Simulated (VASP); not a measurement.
Runs of VASP 6.6.1 on MgB2. The structure is that of space group P6/mmm (No. 191), or close to it. The cells are those of the table. 

| task | cell | gap on the mesh (eV) | pressure (GPa) |
| --- | --- | --- | --- |
| single point | a = 3.022, b = 3.022, c = 3.451 Å, angles 90.0, 90.0, 120.0°, 3 atoms | none | (a) |
| electric field gradients | a = 3.085, b = 3.085, c = 3.417 Å, angles 90.0, 90.0, 120.0°, 3 atoms | none | 2.2 |
| single point | a = 3.085, b = 3.085, c = 3.488 Å, angles 90.0, 90.0, 120.0°, 3 atoms | none | -0.2 |
| single point | a = 3.126, b = 3.126, c = 3.569 Å, angles 90.0, 90.0, 120.0°, 3 atoms | none | -6.7 |
| electric field gradients | a = 3.178, b = 3.178, c = 3.523 Å, angles 90.0, 90.0, 120.0°, 3 atoms | none | -10.2 |
| electric field gradients | a = 3.043, b = 3.043, c = 3.475 Å, angles 90.0, 90.0, 120.0°, 3 atoms | none | 5.3 |
| electric field gradients | a = 3.126, b = 3.126, c = 3.569 Å, angles 90.0, 90.0, 120.0°, 3 atoms | none | -6.7 |
| single point | a = 3.147, b = 3.147, c = 3.523 Å, angles 90.0, 90.0, 120.0°, 3 atoms | none | (b) |
| single point | a = 3.146, b = 3.146, c = 3.592 Å, angles 90.0, 90.0, 120.0°, 3 atoms | none | -9.1 |
| single point | a = 3.085, b = 3.085, c = 3.523 Å, angles 90.0, 90.0, 120.0°, 3 atoms | none | -1.3 |
| electric field gradients | a = 3.146, b = 3.146, c = 3.592 Å, angles 90.0, 90.0, 120.0°, 3 atoms | none | -9.1 |
| electric field gradients | a = 3.095, b = 3.095, c = 3.535 Å, angles 90.0, 90.0, 120.0°, 3 atoms | none | (c) |

Alike in all rows: level PBE; potentials or basis VASP PAW PBE potentials, release 64 (Mg, B); no spin polarisation; k mesh 12 × 12 × 9; cutoff (eV) 520; smearing fermi-dirac 0.05 eV.

Q: Fill in the values left out.

A: (a) 9.0; (b) -7.5; (c) -2.7.

A gap of «none» marks levels without a gap at the run's occupations.
